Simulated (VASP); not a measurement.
Write the native input for VASP 6.6.1 that does the following.

- Task: single point
- Functional: PBE
- Dispersion: D3(BJ)
- Potentials or basis: VASP PAW PBE potentials, release 64 (In_d, Se)
- Cutoff: 520 eV
- k mesh: 10 × 10 × 10
- Occupations: gaussian, width 0.15 eV
- Spin: no spin polarisation
- Dipole correction: no
- Further INCAR settings: ALGO = Normal; EDIFF = 1e-06; NBANDS = 30

The structure of In3Se lies in POSCAR:

```
In3Se
1.0
    4.9829506918      0.0000000000      0.0000000000
    0.0000000000      4.7008968791      0.0000000000
    0.0000000000      0.0000000000      4.7008968791
In Se
3 1
Direct
    0.0000000000      0.5000000000      0.5000000000
    0.5000000000      0.0000000000      0.5000000000
    0.5000000000      0.5000000000      0.0000000000
    0.0000000000      0.0000000000      0.0000000000
```

This cell differs from its parent crystal: strain +0.0600 x Voigt [1, 0, 0, 0, 0, 0].

The input as run:

INCAR

```
SYSTEM = In3Se
PREC = Accurate
ENCUT = 520
EDIFF = 1E-6
ISMEAR = 0
SIGMA = 0.15
LREAL = .FALSE.
LASPH = .TRUE.
NELM = 100
ALGO = Normal
ISIF = 2
LWAVE = .FALSE.
LCHARG = .FALSE.
GGA = PE
IVDW = 12
NBANDS = 30
```

KPOINTS

```
regular mesh
0
G
  10 10 10
  0 0 0
```

Potentials or basis: VASP PAW PBE potentials, release 64 (In_d, Se).

Command:

```bash
$ cat potpaw_PBE.64/In_d/POTCAR potpaw_PBE.64/Se/POTCAR > POTCAR
$ mpirun -np 1 vasp_std > vasp.out
```

It gave:

```yaml
Pressure: -2.0 GPa
Band_gap_on_the_k_mesh: zero (an odd number of electrons rules out a gap without spin polarisation)
Dispersion_energy_per_atom: -0.321 eV
```

Caveat: the cell differs from its parent crystal (strain +0.0600 x Voigt [1, 0, 0, 0, 0, 0]); spin-orbit coupling is left out, which moves the levels of the heavy elements.

It took 8.9 min on 1 thread of Intel Xeon 8259CL, with other jobs on the host, peak memory 0.47 GiB.
